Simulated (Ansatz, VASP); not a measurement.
One calculation of Bi, two programs

POSCAR

```
Bi
1.0
    3.1165084075      0.0000000000      0.0000000000
    0.0000000000      3.1165084075      0.0000000000
    0.0000000000      0.0000000000      3.1165084075
Bi
1
Direct
    0.0000000000      0.0000000000      0.0000000000
```

The input INCAR.step1:

```
PREC     = Accurate       # precision mode
ENCUT    = 520            # plane-wave cutoff, eV
ISMEAR   = -1             # smearing method
SIGMA    = 0.1            # smearing width, eV
LREAL    = False          # projectors in reciprocal space
LASPH    = True           # aspherical terms in the spheres
NELM     = 100            # most SCF steps
NBANDS   = 14             # bands
GGA      = PE             # functional
ALGO     = Normal         # electronic algorithm
EDIFF    = 1E-4           # SCF threshold, eV
LWAVE    = True           # write WAVECAR
LCHARG   = False          # write CHGCAR
```

The input INCAR.step2:

```
PREC     = Accurate       # precision mode
ENCUT    = 520            # plane-wave cutoff, eV
EDIFF    = 1E-7           # SCF threshold, eV
ISMEAR   = -1             # smearing method
SIGMA    = 0.1            # smearing width, eV
LREAL    = False          # projectors in reciprocal space
LASPH    = True           # aspherical terms in the spheres
NELM     = 100            # most SCF steps
ALGO     = Normal         # electronic algorithm
ISIF     = 2              # what is computed and relaxed
LWAVE    = False          # write WAVECAR
LCHARG   = True           # write CHGCAR
METAGGA  = R2SCAN         # meta-GGA
LMIXTAU  = True         
LELF     = True           # ELF
LVHAR    = True         
NBANDS   = 14             # bands
ISTART   = 1
```

The input KPOINTS:

```
Automatic mesh
0
Gamma
  11 11 11
```

Input for Ansatz:

```yaml
crystal:
  lattice:
    - [3.1165084075, 0.0, 0.0]
    - [0.0, 3.1165084075, 0.0]
    - [0.0, 0.0, 3.1165084075]
  atoms:
    - { symbol: Bi, position: [0.0, 0.0, 0.0] }
hamiltonian:
  xc: r2scan
  pseudopotentials:
    kind: paw
    azcp:
      Bi: "pseudopotentials/Bi.paw.azcp"
basis:
  ecutwfc: 500
  fft_grid_basis: typed
kpoints:
  mp_grid: { grid: [11, 11, 11], shift: [0, 0, 0] }
magnetization:
  spin_polarized: false
scf:
  occupations: { method: fermi_dirac, width: 0.1 }
  lower_state_search: "off"
output:
  stress: true
```

Alike in both runs: task single point; functional r2SCAN; k mesh 11 × 11 × 11; occupations fermi-dirac, width 0.1 eV; no spin polarisation.

```csv
,VASP,Ansatz
version,VASP 6.6.1,Ansatz 0.2.0
potentials or method,"VASP PAW PBE potentials, release 64 (Bi_d), cutoff 520 eV","plane waves (500 eV) with PAW, scalar-relativistic"
valence electrons in the cell,15,15
```

```csv
,VASP,Ansatz,Ansatz less VASP
pressure (GPa),9.1,9.1,+0.02
```

VASP's potentials were made for PBE, not for r2SCAN. With one functional, cell and mesh, what is left measures potentials, basis and numerics.

Spin-orbit coupling is off throughout.
